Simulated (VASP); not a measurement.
Si2Mo:

```
Mo Si
1.0
     4.58547    0.00000    0.00000
    -2.29274    3.97113    0.00000
     0.00000    0.00000    6.57976
Mo Si
3 6
Direct
  0.50000 0.50000 0.83333
  0.00000 0.50000 0.16667
  0.50000 0.00000 0.50000
  0.16387 0.32775 0.50000
  0.67225 0.83613 0.16667
  0.83613 0.16387 0.83333
  0.83613 0.67225 0.50000
  0.32775 0.16387 0.16667
  0.16387 0.83613 0.83333
```

| Quantity | Value |
| --- | --- |
| Program | VASP 6.6.1 |
| Task | relaxation of cell and atoms |
| Functional | PBEsol |
| Dispersion | D4 |
| Potentials or basis | VASP PAW PBE potentials, release 64 (Mo_sv, Si) |
| Cutoff | 600 eV |
| k mesh | 7 × 7 × 4 |
| Occupations | fermi-dirac, width 0.05 eV |
| Spin | no spin polarisation |

At the start: pressure -4.7 GPa; volume 13.31 Å³/atom.

Question: How do energy, volume and symmetry change on relaxing?

Answer: Over 8 steps the energy falls by 4.3 meV/atom and the volume is 13.03 Å³/atom (-2.1 %); space group P6_222 (No. 180, to 0.1 Å) before and after.

Step by step:
| step | energy change (eV) | largest force (eV/Å) | pressure (GPa) | volume (Å³) |
| --- | --- | --- | --- | --- |
| 1 | 0.0000 | 0.0402 | -4.74 | 119.81 |
| 2 | 0.0748 | 0.0162 | 9.06 | 113.11 |
| 3 | -0.0386 | 0.0210 | 0.01 | 117.29 |
| 4 | -0.0386 | 0.0211 | -0.13 | 117.34 |
| 5 | -0.0388 | 0.0084 | -0.13 | 117.33 |
| 6 | -0.0388 | 0.0069 | -0.13 | 117.32 |
| 7 | -0.0388 | 0.0003 | 0.18 | 117.17 |
| 8 | -0.0389 | 0.0037 | 0.02 | 117.25 |

Final structure:
```
CELL_PARAMETERS angstrom
4.55040 0.00000 0.00000
-2.27520 3.94077 0.00000
0.00000 0.00000 6.53866
ATOMIC_POSITIONS crystal
Mo 0.50000 0.50000 0.83333
Mo 0.00000 0.50000 0.16667
Mo 0.50000 0.00000 0.50000
Si 0.16410 0.32820 0.50000
Si 0.67180 0.83590 0.16667
Si 0.83590 0.16410 0.83333
Si 0.83590 0.67180 0.50000
Si 0.32820 0.16410 0.16667
Si 0.16410 0.83590 0.83333
```

Caveat: the PAW data sets were made with another functional, which shifts forces and pressure a little.
